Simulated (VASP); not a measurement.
# F (Im-3m) in VASP: further runs, part 2 of 2

VASP 6.6.1. The steps go on from the part before.

## Step 3: Single point, PBEsol

Contents of INCAR:

```
SYSTEM = F
ALGO = Normal
EDIFF = 1E-6
ENCUT = 600
GGA = PS
GGA_COMPAT = .False.
ISIF = 2
ISMEAR = -1
LASPH = .True.
LCHARG = .False.
LREAL = .False.
LWAVE = .False.
NBANDS = 10
NELM = 120
PREC = Accurate
SIGMA = 0.08
```

Contents of KPOINTS:

```
k-points
0
Gamma
  21 21 21
  0 0 0
```

Contents of POSCAR:

```
F
1.0
   -1.1189373985      1.1189373985      1.1189373985
    1.1189373985     -1.1189373985      1.1189373985
    1.1189373985      1.1189373985     -1.1189373985
F
1
Direct
    0.0000000000      0.0000000000      0.0000000000
```

Potentials or basis: VASP PAW PBE potentials, release 64 (F).

Started as:

```
$ cat potpaw_PBE.64/F/POTCAR > POTCAR
$ mpirun -np 1 vasp_std > vasp.out
```

OUTCAR:

```text
SYSTEM = F
   EDIFF = 1E-6
   ENCUT = 600
   GGA = PS
   ISIF = 2
   ISMEAR = -1
   LASPH = .True.
   LREAL = .False.
   NELM = 120
   PREC = Accurate

 ion  position               nearest neighbor table
   1  0.000  0.000  0.000-

  LATTYP: Found a body centered cubic cell.
 ALAT       =     2.2378747970

  Lattice vectors:

 A1 = (  -1.1189373985,   1.1189373985,   1.1189373985)
 A2 = (   1.1189373985,  -1.1189373985,   1.1189373985)
 A3 = (   1.1189373985,   1.1189373985,  -1.1189373985)

Analysis of symmetry for initial positions (statically):
=====================================================================
 Subroutine PRICEL returns:
 Original cell was already a primitive cell.

 Routine SETGRP: Setting up the symmetry group for a
 body centered cubic supercell.

 Subroutine GETGRP returns: Found 48 space group operations
 (whereof 48 operations were pure point group operations)
 out of a pool of 48 trial point group operations.

The static configuration has the point symmetry O_h .

Analysis of symmetry for dynamics (positions and initial velocities):
=====================================================================
 Subroutine PRICEL returns:
 Original cell was already a primitive cell.

 Routine SETGRP: Setting up the symmetry group for a
 body centered cubic supercell.

 Subroutine GETGRP returns: Found 48 space group operations
 (whereof 48 operations were pure point group operations)
 out of a pool of 48 trial point group operations.

The dynamic configuration has the point symmetry O_h .

 Subroutine INISYM returns: Found 48 space group operations
 (whereof 48 operations are pure point group operations),
 and found     1 'primitive' translations

----------------------------------------------------------------------------------------

                                     Primitive cell

  volume of cell :       5.6037

  direct lattice vectors                    reciprocal lattice vectors
    -1.118937398  1.118937398  1.118937398     0.000000000  0.446852523  0.446852523
     1.118937398 -1.118937398  1.118937398     0.446852523  0.000000000  0.446852523
     1.118937398  1.118937398 -1.118937398     0.446852523  0.446852523  0.000000000

  length of vectors
     1.938056425  1.938056425  1.938056425     0.631944899  0.631944899  0.631944899

  position of ions in fractional coordinates (direct lattice)
     0.000000000  0.000000000  0.000000000

  ion indices of the primitive-cell ions
   primitive index   ion index
                 1           1

----------------------------------------------------------------------------------------

 KPOINTS: k-points

Automatic generation of k-mesh.
 Grid dimensions read from file:
 generate k-points for:   21   21   21

 Generating k-lattice:

  Cartesian coordinates                     Fractional coordinates (reciprocal lattice)
     0.000000000  0.021278692  0.021278692     0.047619048  0.000000000  0.000000000
     0.021278692  0.000000000  0.021278692     0.000000000  0.047619048  0.000000000
     0.021278692  0.021278692  0.000000000     0.000000000  0.000000000  0.047619048

  Length of vectors
     0.030092614  0.030092614  0.030092614

  Shift w.r.t. Gamma in fractional coordinates (k-lattice)
     0.000000000  0.000000000  0.000000000

 Subroutine IBZKPT returns following result:
 ===========================================

 Found    286 irreducible k-points:

 Following reciprocal coordinates:
            Coordinates               Weight
  0.000000  0.000000  0.000000      1.000000
  0.047619  0.000000  0.000000     12.000000
  0.095238  0.000000  0.000000     12.000000
  0.142857  0.000000  0.000000     12.000000
  0.190476  0.000000  0.000000     12.000000
  0.238095  0.000000  0.000000     12.000000
[... 16 lines left out ...]
  0.142857  0.095238  0.000000     48.000000
  0.190476  0.095238  0.000000     48.000000
 [... further k-points ...]
   k-points           NKPTS =    286   k-points in BZ     NKDIM =    286   number of bands    NBANDS=     10
   number of dos      NEDOS =    301   number of ions     NIONS =      1
   total plane-waves  NPLWV =   4096
   dimension x,y,z NGX =    16 NGY =   16 NGZ =   16
   dimension x,y,z NGXF=    32 NGYF=   32 NGZF=   32
   ions per type =               1
   NGX,Y,Z   is equivalent  to a cutoff of  13.72, 13.72, 13.72 a.u.
   NGXF,Y,Z  is equivalent  to a cutoff of  27.45, 27.45, 27.45 a.u.
 SYSTEM =  F
   PREC   = accura    normal or accurate (medium, high low for compatibility)
   ISTART =      0    job   : 0-new  1-cont  2-samecut
   ICHARG =      2    charge: 1-file 2-atom 10-const
   ISPIN  =      1    spin polarized calculation?
   LNONCOLLINEAR =      F non collinear calculations
   LSORBIT =      F    spin-orbit coupling
   LASPH  =      T    aspherical Exc in radial PAW
   ENCUT  =  600.0 eV  44.10 Ry    6.64 a.u.   3.87  3.87  3.87*2*pi/ulx,y,z
   NELM   =    120;   NELMIN=  2; NELMDL= -5     # of ELM steps
   EDIFF  = 0.1E-05   stopping-criterion for ELM
   LREAL  =      F    real-space projection
   EDIFFG = 0.1E-04   stopping-criterion for IOM
   NSW    =      0    number of steps for IOM
   IBRION =     -1    ionic relax: 0-MD 1-quasi-New 2-CG
   NFREE  =      0    steps in history (QN), initial steepest desc. (CG)
   ISIF   =      2    stress and relaxation
   ISYM   =      2    0-nonsym 1-usesym 2-fastsym
   POTIM  = 0.5000    time-step for ionic-motion
   TEBEG  =    0.0;   TEEND  =   0.0 temperature during run
   PSTRESS=    0.0 pullay stress
   NELECT =       7.0000    total number of electrons
   NUPDOWN=      -1.0000    fix difference up-down
   EMIN   =  10.00;   EMAX   =-10.00  energy-range for DOS
   EFERMI =   0.00;   METHOD = LEGACY
   ISMEAR =    -1;   SIGMA  =   0.08  broadening in eV -4-tet -1-fermi 0-gaus
   EFERMI_NEDOS =   21; number of points for ismear=-14 and -15
   IALGO  =     38    algorithm
   IMIX   =      4    mixing-type and parameters
     AMIX     =   0.40;   BMIX     =  1.00
     AMIX_MAG =   1.60;   BMIX_MAG =  1.00
  volume/ion in A,a.u.               =       5.60        37.82
  Fermi-wavevector in a.u.,A,eV,Ry     =   1.763119  3.331813 42.294935  3.108590
  Thomas-Fermi vector in A             =   2.831358
   LORBIT       =      0    0 simple, 1 ext, 2 COOP (PROOUT), +10 PAW based schemes
   GGA     = PS    functional components
   LHFCALC =     F    Hartree Fock is set to
   AEXX    =    0.0000 exact exchange contribution
   IVDW    =     0    specifies the selected vdW correction
   LEPSILON=     F    determine dielectric tensor
   LRPA    =     F    only Hartree local field effects (RPA)
 non-spin polarized calculation
  energy-cutoff  :      600.00
  volume of cell :        5.60
 maximum number of plane-waves:       197
   NGX =  7   NGY =  7   NGZ =  7

 number of electron       7.0000002 magnetization

 Free energy of the ion-electron system (eV)
  ---------------------------------------------------
  ext. energy  EPLUGINS =         0.00000000
  ---------------------------------------------------
  free energy    TOTEN  =        -0.10738573 eV

  energy without entropy =       -0.07868198  energy(sigma->0) =       -0.09303385

 E-fermi :   4.0590     XC(G=0): -14.2610

 val. band max:        4.0581373709   @ k =  -0.1905   0.1905   0.0952
 cond. band min:       4.0671670770   @ k =  -0.3333   0.3810   0.0952
 fundamental gap:      0.0090297062
 Fermi energy:         4.0589627143

 k-point     1 :       0.0000    0.0000    0.0000
  band No.  band energies     occupation
      1     -23.6355      2.00000
      2       5.1870      0.00000
      3       5.1870      0.00000
      4       5.1870      0.00000
      5      25.5601      0.00000
      6      48.5595      0.00000
      7      48.5596      0.00000
      8      48.5596      0.00000
      9      53.0606      0.00000
     10      53.0606      0.00000
[... 287 lines left out ...]
 k-point    24 :       0.1905    0.0952    0.0000
  band No.  band energies     occupation
      1     -21.3343      2.00000
      2       0.4419      2.00000
      3       3.7885      1.93422
      4       4.7311      0.00045
      5      28.6298      0.00000
      6      36.6068      0.00000
      7      39.7032      0.00000
      8      49.2814      0.00000
      9      54.6410      0.00000
     10      55.7715      0.00000

 [... further k-points ...]

------------------------ aborting loop because EDIFF is reached ----------------------------------------

  FORCE on cell =-STRESS in cart. coord.  units (eV):
  Direction    XX          YY          ZZ          XY          YZ          ZX
  --------------------------------------------------------------------------------------
  -------------------------------------------------------------------------------------
  Total        4.5232040      4.5232040      4.5232040      0.0000000      0.0000000     -0.0000000
  in kB     1293.2407988   1293.2407988   1293.2407988      0.0000000      0.0000000     -0.0000000
  external PRESSURE =    1293.2407988 kB  Pullay stress =       0.0000000 kB

 VOLUME and BASIS-vectors are now :
 -----------------------------------------------------------------------------
  energy-cutoff  :      600.00
  volume of cell :        5.60
      direct lattice vectors                 reciprocal lattice vectors
    -1.118937398  1.118937398  1.118937398     0.000000000  0.446852523  0.446852523
     1.118937398 -1.118937398  1.118937398     0.446852523  0.000000000  0.446852523
     1.118937398  1.118937398 -1.118937398     0.446852523  0.446852523  0.000000000

 POSITION                                       TOTAL-FORCE (eV/Angst)
 -----------------------------------------------------------------------------------
      0.00000      0.00000      0.00000         0.000000     -0.000000      0.000000
 -----------------------------------------------------------------------------------
    total drift:                                0.000000     -0.000000     -0.000000

  FREE ENERGIE OF THE ION-ELECTRON SYSTEM (eV)
  ---------------------------------------------------
  free  energy   TOTEN  =        -0.1073857291 eV

  energy  without entropy=       -0.0786819780  energy(sigma->0) =       -0.09303385
```

OSZICAR:

```text
N       E                     dE             d eps       ncg     rms          rms(c)
DAV:   1     0.181453414052E+02    0.18145E+02   -0.45775E+03  6236   0.742E+02
DAV:   2     0.216542968526E-01   -0.18124E+02   -0.17516E+02  6482   0.146E+02
DAV:   3    -0.123327434874E+00   -0.14498E+00   -0.14359E+00  6834   0.103E+01
DAV:   4    -0.123383403191E+00   -0.55968E-04   -0.55968E-04  6120   0.254E-01
DAV:   5    -0.123383431386E+00   -0.28195E-07   -0.28145E-07  6456   0.525E-03    0.103E+00
DAV:   6    -0.108041469558E+00    0.15342E-01   -0.35181E-02  5912   0.165E+00    0.391E-01
DAV:   7    -0.107162719301E+00    0.87875E-03   -0.77994E-03  6000   0.808E-01    0.130E-01
DAV:   8    -0.107386410091E+00   -0.22369E-03   -0.16785E-04  6124   0.127E-01    0.715E-03
DAV:   9    -0.107385729117E+00    0.68097E-06   -0.39571E-07  5984   0.701E-03
   1 F= -.10738573E+00 E0= -.93033854E-01  d E =-.287038E-01
```

stdout:

```text
POSCAR found type information on POSCAR F
 POSCAR found :  1 types and       1 ions
 scaLAPACK will be used
 -----------------------------------------------------------------------------
|                                                                             |
|                                                                             |
|     You enforced a specific xc type in the INCAR file but a different       |
|     I HOPE YOU KNOW WHAT YOU ARE DOING!                                     |
|                                                                             |
 -----------------------------------------------------------------------------

 LDA part: xc-table for (Slater+PW92), standard interpolation
 POSCAR, INCAR and KPOINTS ok, starting setup
 FFT: planning ... GRIDC
 FFT: planning ... GRID_SOFT
 FFT: planning ... GRID
 WAVECAR not read
 entering main loop
```

It took 11 s on 1 thread of AMD EPYC 7R13 (Zen 3), shared host; peak memory 0.08 GiB.

What came out:

| Item | Value |
| --- | --- |
| Free energy | -0.1074 eV |
| Pressure | 129.3 GPa |
| Band gap on the k mesh | zero (an odd number of electrons rules out a gap without spin polarisation) |

Levels at points of the mesh, in eV from the Fermi level:
```csv
k point,band 1,band 2,band 3,band 4,band 5,band 6,band 7,band 8
"(0.00, 0.00, 0.00)",-27.69,1.13,1.13,1.13,21.50,44.50,44.50,44.50
```

Caveat: the cell stands under pressure; the PAW data sets were made with another functional, which shifts forces and pressure a little; an odd number of electrons without spin polarisation forces a metal; a magnetic or distorted state may lie lower.
